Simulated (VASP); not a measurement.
# SiC in VASP: notebook

Runs on SiC. Level: PBE. Tasks: electric field gradients.

All numbers are computed with VASP 6.6.1; they aren't measurements. Logs are shortened: lines on timing, memory, paths and dates and some standing lists are left out, and cuts for length are marked.

## (1) The cell of the first run

Symmetry: P6_3mc, No. 186, hexagonal system. Conventional cell: a = 3.109 Å, b = 3.109 Å, c = 20.345 Å, α = 90.00°, β = 90.00°, γ = 120.00°. Within 2.5 Å of Si (site symmetry 3m) lie 4 C at 1.91 Å. Si (site symmetry 3m) has 4 C at 1.90 to 1.91 Å within 2.5 Å. Si (site symmetry 3m) has 4 C at 1.90 to 1.91 Å within 2.5 Å. Si (site symmetry 3m) has 4 C at 1.90 to 1.91 Å within 2.5 Å. Within 2.5 Å of C (site symmetry 3m) lie 4 Si at 1.90 to 1.91 Å. C (site symmetry 3m) has 4 Si at 1.90 to 1.91 Å within 2.5 Å. Within 2.5 Å of C (site symmetry 3m) lie 4 Si at 1.90 to 1.91 Å. Within 2.5 Å of C (site symmetry 3m) lie 4 Si at 1.91 Å.

## (2) Electric field gradients, PBE (10.65 Å³/atom)

INCAR reads:

```
SYSTEM = SiC
PREC = Accurate ; ENCUT = 520
EDIFF = 1E-8 ; ISMEAR = -1
SIGMA = 0.02 ; LREAL = Auto
LASPH = .True. ; NELM = 60
ALGO = Normal ; ISIF = 2
LWAVE = .False. ; LCHARG = .False.
GGA = PE ; LEFG = .True.
NBANDS = 46
```

KPOINTS reads:

```
regular mesh
0
Gamma
  10 10 2
  0 0 0
```

POSCAR reads:

```
SiC
1.0
    3.1094871313      0.0000000000      0.0000000000
   -1.5547435656      2.6928948484      0.0000000000
    0.0000000000      0.0000000000     20.3454783196
Si C
8 8
Direct
    0.3333333333      0.6666666667      0.2501057640
    0.6666666667      0.3333333333      0.7501057640
    0.3333333333      0.6666666667      0.6250022523
    0.6666666667      0.3333333333      0.1250022523
    0.0000000000      0.0000000000      0.0000978164
    0.0000000000      0.0000000000      0.5000978164
    0.3333333333      0.6666666667      0.8751755882
    0.6666666667      0.3333333333      0.3751755882
    0.3333333333      0.6666666667      0.9689114644
    0.6666666667      0.3333333333      0.4689114644
    0.0000000000      0.0000000000      0.0938682989
    0.0000000000      0.0000000000      0.5938682989
    0.3333333333      0.6666666667      0.3441204739
    0.6666666667      0.3333333333      0.8441204739
    0.3333333333      0.6666666667      0.7187183419
    0.6666666667      0.3333333333      0.2187183419
```

Potentials or basis: VASP PAW PBE potentials, release 64 (Si, C).

Run with:

```sh
$ cat potpaw_PBE.64/Si/POTCAR potpaw_PBE.64/C/POTCAR > POTCAR
$ mpirun -np 1 vasp_std > vasp.out
```

OUTCAR:

```text
SYSTEM = SiC
   PREC = Accurate
   ENCUT = 520
   EDIFF = 1E-8
   ISMEAR = -1
   LREAL = Auto
   LASPH = .True.
   NELM = 60
   ISIF = 2
   GGA = PE

 ion  position               nearest neighbor table
   1  0.333  0.667  0.250-  16 1.91  16 1.91  16 1.91  13 1.91   8 3.11   8 3.11   8 3.11   4 3.11
                             4 3.11   4 3.11
   2  0.667  0.333  0.750-  15 1.91  15 1.91  15 1.91  14 1.91   7 3.11   7 3.11   7 3.11   3 3.11
                             3 3.11   3 3.11
   3  0.333  0.667  0.625-  12 1.90  12 1.90  12 1.90  15 1.91   6 3.11   6 3.11   6 3.11   2 3.11
                             2 3.11   2 3.11
   4  0.667  0.333  0.125-  11 1.90  11 1.90  11 1.90  16 1.91   5 3.11   5 3.11   5 3.11   1 3.11
                             1 3.11   1 3.11
   5  0.000  0.000  0.000-   9 1.90   9 1.90   9 1.90  11 1.91   4 3.11   4 3.11   4 3.11   7 3.11
                             7 3.11   7 3.11
   6  0.000  0.000  0.500-  10 1.90  10 1.90  10 1.90  12 1.91   3 3.11   3 3.11   3 3.11   8 3.11
                             8 3.11   8 3.11
   7  0.333  0.667  0.875-  14 1.90  14 1.90  14 1.90   9 1.91   5 3.11   5 3.11   5 3.11   2 3.11
                             2 3.11   2 3.11
   8  0.667  0.333  0.375-  13 1.90  13 1.90  13 1.90  10 1.91   6 3.11   6 3.11   6 3.11   1 3.11
                             1 3.11   1 3.11
   9  0.333  0.667  0.969-   5 1.90   5 1.90   5 1.90   7 1.91
  10  0.667  0.333  0.469-   6 1.90   6 1.90   6 1.90   8 1.91
  11  0.000  0.000  0.094-   4 1.90   4 1.90   4 1.90   5 1.91
  12  0.000  0.000  0.594-   3 1.90   3 1.90   3 1.90   6 1.91
  13  0.333  0.667  0.344-   8 1.90   8 1.90   8 1.90   1 1.91
  14  0.667  0.333  0.844-   7 1.90   7 1.90   7 1.90   2 1.91
  15  0.333  0.667  0.719-   2 1.91   2 1.91   2 1.91   3 1.91
  16  0.667  0.333  0.219-   1 1.91   1 1.91   1 1.91   4 1.91

  LATTYP: Found a hexagonal cell.
 ALAT       =     3.1094871313
 C/A-ratio  =     6.5430334523

  Lattice vectors:

 A1 = (   3.1094871313,   0.0000000000,   0.0000000000)
 A2 = (  -1.5547435656,   2.6928948484,   0.0000000000)
 A3 = (   0.0000000000,   0.0000000000,  20.3454783196)

Analysis of symmetry for initial positions (statically):
=====================================================================
 Subroutine PRICEL returns:
 Original cell was already a primitive cell.

 Routine SETGRP: Setting up the symmetry group for a
 hexagonal supercell.

 Subroutine GETGRP returns: Found 12 space group operations
 (whereof  6 operations were pure point group operations)
 out of a pool of 24 trial point group operations.

The static configuration has the point symmetry C_3v.
 The point group associated with its full space group is C_6v.

Analysis of symmetry for dynamics (positions and initial velocities):
=====================================================================
 Subroutine PRICEL returns:
 Original cell was already a primitive cell.

 Routine SETGRP: Setting up the symmetry group for a
 hexagonal supercell.

 Subroutine GETGRP returns: Found 12 space group operations
 (whereof  6 operations were pure point group operations)
 out of a pool of 24 trial point group operations.

The dynamic configuration has the point symmetry C_3v.
 The point group associated with its full space group is C_6v.

 Subroutine INISYM returns: Found 12 space group operations
 (whereof  6 operations are pure point group operations),
 and found     1 'primitive' translations

----------------------------------------------------------------------------------------

                                     Primitive cell

  volume of cell :     170.3633

  direct lattice vectors                    reciprocal lattice vectors
     3.109487131  0.000000000  0.000000000     0.321596443  0.185673793  0.000000000
    -1.554743566  2.692894848  0.000000000     0.000000000  0.371347586  0.000000000
     0.000000000  0.000000000 20.345478320     0.000000000  0.000000000  0.049150970

  length of vectors
     3.109487131  3.109487131 20.345478320     0.371347586  0.371347586  0.049150970

  position of ions in fractional coordinates (direct lattice)
     0.333333333  0.666666667  0.250105764
     0.666666667  0.333333333  0.750105764
     0.333333333  0.666666667  0.625002252
     0.666666667  0.333333333  0.125002252
     0.000000000  0.000000000  0.000097816
     0.000000000  0.000000000  0.500097816
[... 8 lines left out ...]
     0.333333333  0.666666667  0.718718342
     0.666666667  0.333333333  0.218718342

  ion indices of the primitive-cell ions
   primitive index   ion index
                 1           1
                 2           2
                 3           3
                 4           4
                 5           5
                 6           6
[... 8 lines left out ...]
                15          15
                16          16
[... 59 lines left out ...]
   ions per type =               8   8
   NGX,Y,Z   is equivalent  to a cutoff of  12.83, 12.83, 13.07 a.u.
   NGXF,Y,Z  is equivalent  to a cutoff of  25.66, 25.66, 26.15 a.u.
 SYSTEM =  SiC
   PREC   = accura    normal or accurate (medium, high low for compatibility)
   ISTART =      0    job   : 0-new  1-cont  2-samecut
   ICHARG =      2    charge: 1-file 2-atom 10-const
   ISPIN  =      1    spin polarized calculation?
   LNONCOLLINEAR =      F non collinear calculations
   LSORBIT =      F    spin-orbit coupling
   LASPH  =      T    aspherical Exc in radial PAW
   ENCUT  =  520.0 eV  38.22 Ry    6.18 a.u.   5.78  5.78 37.83*2*pi/ulx,y,z
   NELM   =     60;   NELMIN=  2; NELMDL= -5     # of ELM steps
   EDIFF  = 0.1E-07   stopping-criterion for ELM
   LREAL  =      T    real-space projection
   EDIFFG = 0.1E-06   stopping-criterion for IOM
   NSW    =      0    number of steps for IOM
   IBRION =     -1    ionic relax: 0-MD 1-quasi-New 2-CG
   NFREE  =      0    steps in history (QN), initial steepest desc. (CG)
   ISIF   =      2    stress and relaxation
   ISYM   =      2    0-nonsym 1-usesym 2-fastsym
   POTIM  = 0.5000    time-step for ionic-motion
   TEBEG  =    0.0;   TEEND  =   0.0 temperature during run
   PSTRESS=    0.0 pullay stress
   NELECT =      64.0000    total number of electrons
   NUPDOWN=      -1.0000    fix difference up-down
   EMIN   =  10.00;   EMAX   =-10.00  energy-range for DOS
   EFERMI =   0.00;   METHOD = LEGACY
   ISMEAR =    -1;   SIGMA  =   0.02  broadening in eV -4-tet -1-fermi 0-gaus
   EFERMI_NEDOS =   21; number of points for ismear=-14 and -15
   IALGO  =     38    algorithm
   IMIX   =      4    mixing-type and parameters
     AMIX     =   0.40;   BMIX     =  1.00
     AMIX_MAG =   1.60;   BMIX_MAG =  1.00
  volume/ion in A,a.u.               =      10.65        71.85
  Fermi-wavevector in a.u.,A,eV,Ry     =   1.181253  2.232244 18.984996  1.395358
  Thomas-Fermi vector in A             =   2.317530
   LORBIT       =      0    0 simple, 1 ext, 2 COOP (PROOUT), +10 PAW based schemes
   GGA     = PE    functional components
   LHFCALC =     F    Hartree Fock is set to
   AEXX    =    0.0000 exact exchange contribution
   IVDW    =     0    specifies the selected vdW correction
   LEPSILON=     F    determine dielectric tensor
   LRPA    =     F    only Hartree local field effects (RPA)
 non-spin polarized calculation
  energy-cutoff  :      520.00
  volume of cell :      170.36
 maximum number of plane-waves:      4620
 NGX is ok and might be reduce to    24
   NGX = 11   NGY = 11   NGZ = 75

 number of electron      64.0000002 magnetization

 Free energy of the ion-electron system (eV)
  ---------------------------------------------------
  ext. energy  EPLUGINS =         0.00000000
  ---------------------------------------------------
  free energy    TOTEN  =      -120.48200324 eV

  energy without entropy =     -120.48200324  energy(sigma->0) =     -120.48200324

 E-fermi :   8.2392     XC(G=0): -11.2298

 val. band max:        7.8229324555   @ k =   0.0000   0.0000   0.0000
 cond. band min:       9.6036529719   @ k =   0.5000   0.0000   0.0000
 fundamental gap:      1.7807205165
 Fermi energy:         8.2392291406

 k-point     1 :       0.0000    0.0000    0.0000
  band No.  band energies     occupation
      1      -7.3978      2.00000
      2      -7.1181      2.00000
      3      -7.0818      2.00000
      4      -6.2389      2.00000
      5      -6.2226      2.00000
      6      -4.9293      2.00000
[... 1117 lines left out ...]
     43      14.2421      0.00000
     44      14.2421      0.00000

 [... further k-points ...]

 [bands above 44 left out]

------------------------ aborting loop because EDIFF is reached ----------------------------------------

  FORCE on cell =-STRESS in cart. coord.  units (eV):
  Direction    XX          YY          ZZ          XY          YZ          ZX
  --------------------------------------------------------------------------------------
  -------------------------------------------------------------------------------------
  Total       -3.1512241     -3.1512241     -3.3029761     -0.0000000      0.0000000      0.0000000
  in kB      -29.6356059    -29.6356059    -31.0627534     -0.0000000      0.0000000      0.0000000
  external PRESSURE =     -30.1113217 kB  Pullay stress =       0.0000000 kB

 VOLUME and BASIS-vectors are now :
 -----------------------------------------------------------------------------
  energy-cutoff  :      520.00
  volume of cell :      170.36
      direct lattice vectors                 reciprocal lattice vectors
     3.109487131  0.000000000  0.000000000     0.321596443  0.185673793  0.000000000
    -1.554743566  2.692894848  0.000000000     0.000000000  0.371347586  0.000000000
     0.000000000  0.000000000 20.345478320     0.000000000  0.000000000  0.049150970

 POSITION                                       TOTAL-FORCE (eV/Angst)
 -----------------------------------------------------------------------------------
     -0.00000      1.79526      5.08852         0.000000     -0.000000     -0.007202
      1.55474      0.89763     15.26126        -0.000000     -0.000000     -0.007202
     -0.00000      1.79526     12.71597         0.000000     -0.000000     -0.000665
      1.55474      0.89763      2.54323        -0.000000      0.000000     -0.000665
      0.00000      0.00000      0.00199         0.000000     -0.000000     -0.001261
      0.00000      0.00000     10.17473         0.000000      0.000000     -0.001261
[... 8 lines left out ...]
     -0.00000      1.79526     14.62267        -0.000000      0.000000      0.002521
      1.55474      0.89763      4.44993         0.000000     -0.000000      0.002521
 -----------------------------------------------------------------------------------
    total drift:                                0.000000      0.000000      0.029134

  FREE ENERGIE OF THE ION-ELECTRON SYSTEM (eV)
  ---------------------------------------------------
  free  energy   TOTEN  =      -120.4820032425 eV

  energy  without entropy=     -120.4820032425  energy(sigma->0) =     -120.48200324

 Electric field gradients (V/A^2)
---------------------------------------------------------------------
 ion       V_xx      V_yy      V_zz      V_xy      V_xz      V_yz
---------------------------------------------------------------------
   1       0.374     0.374    -0.747    -0.000    -0.000     0.000
   2       0.374     0.374    -0.747    -0.000     0.000    -0.000
   3      -0.848    -0.848     1.695    -0.000     0.000    -0.000
   4      -0.848    -0.848     1.695    -0.000    -0.000     0.000
   5      -0.648    -0.648     1.297    -0.000    -0.000     0.000
   6      -0.648    -0.648     1.297    -0.000     0.000    -0.000
[... 8 lines left out ...]
  15      -0.264    -0.264     0.528    -0.000     0.000    -0.000
  16      -0.264    -0.264     0.528    -0.000    -0.000     0.000
---------------------------------------------------------------------

 Electric field gradients after diagonalization (V/A^2)
 (convention: |V_zz| > |V_xx| > |V_yy|)
----------------------------------------------------------------------
 ion       V_xx      V_yy      V_zz     asymmetry (V_yy - V_xx)/ V_zz
----------------------------------------------------------------------
   1       0.374     0.374    -0.747       0.000
   2       0.374     0.374    -0.747       0.000
   3      -0.848    -0.848     1.695       0.000
   4      -0.848    -0.848     1.695       0.000
   5      -0.649    -0.648     1.297       0.000
   6      -0.649    -0.648     1.297       0.000
[... 8 lines left out ...]
  15      -0.265    -0.264     0.528       0.001
  16      -0.265    -0.264     0.528       0.001
----------------------------------------------------------------------

           NMR quadrupolar parameters

 Cq : quadrupolar parameter    Cq=e*Q*V_zz/h
 eta: asymmetry parameters     (V_yy - V_xx)/ V_zz
 Q  : nuclear electric quadrupole moment in mb (millibarn)
----------------------------------------------------------------------
 ion       Cq(MHz)       eta       Q (mb)
----------------------------------------------------------------------
   1      -0.002       0.000       1.000
   2      -0.002       0.000       1.000
   3       0.004       0.000       1.000
   4       0.004       0.000       1.000
   5       0.003       0.000       1.000
   6       0.003       0.000       1.000
[... 8 lines left out ...]
  15       0.001       0.001       1.000
  16       0.001       0.001       1.000
----------------------------------------------------------------------
```

Run time: 5.6 min. Hardware: 1 thread of Intel Xeon Platinum 8488C (Sapphire Rapids), shared host; peak memory 0.35 GiB.

What came out:

```
Free energy                             : -120.4820 eV
Pressure                                : -3.0 GPa
Largest force                           : 0.007 eV/Å
Band gap on the k mesh                  : 1.78 eV (least direct gap 2.86 eV)
Largest electric field gradient by atom : Si -0.7, +1.7, +1.3, +2.2 (each value once); C +0.2, +2.1, +0.5 (each value once) V/Å²
```

Forces in eV/Å, atoms in the order of the input:
```
Si   0.000  0.000 -0.007
Si   0.000  0.000 -0.007
Si   0.000  0.000 -0.001
Si   0.000  0.000 -0.001
Si   0.000  0.000 -0.001
Si   0.000  0.000 -0.001
Si   0.000  0.000  0.006
Si   0.000  0.000  0.006
C    0.000  0.000  0.004
C    0.000  0.000  0.004
C    0.000  0.000 -0.004
C    0.000  0.000 -0.004
C    0.000  0.000  0.001
C    0.000  0.000  0.001
C    0.000  0.000  0.003
C    0.000  0.000  0.003
```

Levels at points of the mesh, in eV from the valence-band top:
| k point | band 29 | band 30 | band 31 | band 32 | band 33 | band 34 | band 35 | band 36 |
| --- | --- | --- | --- | --- | --- | --- | --- | --- |
| (0.00, 0.00, 0.00) | -0.18 | -0.03 | 0.00 | 0.00 | 4.97 | 5.03 | 5.35 | 5.62 |
| (0.50, 0.00, 0.00) | -1.52 | -1.49 | -1.39 | -1.08 | 1.78 | 1.96 | 2.82 | 3.09 |
| (0.00, 0.00, 0.50) | -0.05 | -0.05 | -0.05 | -0.05 | 5.00 | 5.00 | 5.46 | 5.46 |
| (0.50, 0.00, 0.50) | -1.61 | -1.61 | -1.20 | -1.20 | 1.90 | 1.90 | 2.88 | 2.88 |

Electric field gradients, principal values (V/Å²):
```csv
atom,least,middle,greatest (by size)
1 Si,0.374,0.374,-0.747
2 Si,0.374,0.374,-0.747
3 Si,-0.848,-0.848,1.695
4 Si,-0.848,-0.848,1.695
5 Si,-0.648,-0.649,1.297
6 Si,-0.648,-0.649,1.297
7 Si,-1.095,-1.095,2.190
8 Si,-1.095,-1.095,2.190
9 C,-0.102,-0.103,0.206
10 C,-0.102,-0.103,0.206
11 C,-0.095,-0.096,0.191
12 C,-0.095,-0.096,0.191
13 C,-1.055,-1.056,2.111
14 C,-1.055,-1.056,2.111
15 C,-0.264,-0.265,0.528
16 C,-0.264,-0.265,0.528
```

Caveat: the cell stands under tension; without QUAD_EFG the Cq values of the log hold for a quadrupole moment of 1 mb, not for the nuclei.

(Part 1 of 2 ends here.)
